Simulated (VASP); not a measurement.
**ZnCu2 (Cu (100), 3 layers): single point with LDA**

ZnCu2 (Cu (100), 3 layers), a slab with vacuum:

```
Zn Cu
1.0
     2.48749    0.00000    0.00000
     0.00000    2.48749    0.00000
     0.00000    0.00000   19.51780
Zn Cu
1 2
Direct
  0.00000 0.00000 0.41227
  0.50000 0.50000 0.50000
  0.00000 0.00000 0.58773
```

| Property | Result |
| --- | --- |
| Program | VASP 6.6.1 |
| Task | single point |
| Functional | LDA |
| Potentials or basis | VASP PAW LDA potentials, release 64 (Zn, Cu) |
| Cutoff | 520 eV |
| k mesh | 15 × 15 × 1 |
| Occupations | fermi-dirac, width 0.08 eV |
| Spin | no spin polarisation |
| Dipole correction | yes |
| Further INCAR settings | ALGO = Normal; EDIFF = 1e-06; NBANDS = 24 |

The largest force is 0.649 eV/Å. The band gap on the k mesh is zero (band 17 reaches 0.91 eV, above the bottom of band 18 at -3.04 eV).

Forces on the atoms (eV/Å):
```
Zn   0.000  0.000 -0.649
Cu   0.000  0.000  0.585
Cu   0.000  0.000  0.063
```

Levels at points of the mesh, in eV from the Fermi level:
| k point | band 14 | band 15 | band 16 | band 17 | band 18 | band 19 | band 20 | band 21 |
| --- | --- | --- | --- | --- | --- | --- | --- | --- |
| (0.00, 0.00, 0.00) | -2.59 | -1.88 | -1.87 | -1.87 | -1.64 | 0.42 | 4.13 | 4.87 |

It took 63 s on 1 thread of Intel(R) Xeon(R) 6975P-C (Granite Rapids) (shared host), peak memory 0.25 GiB.
